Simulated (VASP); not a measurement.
Here is a VASP 6.6.1 calculation.

The input INCAR:

```
SYSTEM = In3TeMo3
PREC     = Accurate       ! precision mode
ENCUT    = 520            ! plane-wave cutoff, eV
EDIFF    = 1E-6           ! SCF threshold, eV
ISMEAR   = 0              ! smearing method
SIGMA    = 0.1            ! smearing width, eV
LREAL    = .FALSE.        ! projectors in reciprocal space
LASPH    = .TRUE.         ! aspherical terms in the spheres
NELM     = 80             ! most SCF steps
ALGO     = Fast           ! electronic algorithm
ISIF     = 2              ! what is computed and relaxed
LWAVE    = .FALSE.        ! write WAVECAR
LCHARG   = .FALSE.        ! write CHGCAR
GGA      = PE             ! functional
NBANDS   = 100            ! bands
KPAR     = 4
```

The input KPOINTS:

```
Automatic mesh
0
G
  6 6 8
  0 0 0
```

POSCAR

```
In3TeMo3
1.0
    9.1769855650      0.0000000000      0.0000000000
   -4.5884927825      7.9475026295      0.0000000000
    0.0000000000      0.0000000000      4.5003617225
In Te Mo
6 2 6
Direct
    0.3752230976      0.9770904825      0.2500000000
    0.6018673850      0.6247769024      0.2500000000
    0.6247769024      0.0229095175      0.7500000000
    0.3981326150      0.3752230976      0.7500000000
    0.0229095175      0.3981326150      0.2500000000
    0.9770904825      0.6018673850      0.7500000000
    0.3333333333      0.6666666667      0.7500000000
    0.6666666667      0.3333333333      0.2500000000
    0.8376374416      0.0017332485      0.2500000000
    0.9982667515      0.8359041931      0.2500000000
    0.1640958069      0.1623625584      0.2500000000
    0.0017332485      0.1640958069      0.7500000000
    0.8359041931      0.8376374416      0.7500000000
    0.1623625584      0.9982667515      0.7500000000
```

Potentials or basis: VASP PAW PBE potentials, release 64 (In_d, Te, Mo_sv).

The run is started by

```console
$ cat potpaw_PBE.64/In_d/POTCAR potpaw_PBE.64/Te/POTCAR potpaw_PBE.64/Mo_sv/POTCAR > POTCAR
$ mpirun -np 4 vasp_std > vasp.out
```

Q: Predict the largest force.

A: 0.038 eV/Å.

Q: Estimate the pressure.

A: 0.1 GPa.

Q: Estimate the band gap on the k mesh.

A: Zero (bands 87 and 88 overlap by 0.46 eV).

Forces in eV/Å, atoms in the order of the input:
```
In   0.009 -0.001  0.000
In  -0.005 -0.007  0.000
In  -0.009  0.001  0.000
In   0.005  0.007  0.000
In  -0.004  0.008  0.000
In   0.004 -0.008  0.000
Te   0.000  0.000  0.000
Te   0.000  0.000  0.000
Mo  -0.038  0.002  0.000
Mo   0.017 -0.034  0.000
Mo   0.021  0.032  0.000
Mo  -0.017  0.034  0.000
Mo  -0.021 -0.032  0.000
Mo   0.038 -0.002  0.000
```

Caveat: spin-orbit coupling is left out, which moves the levels of the heavy elements.
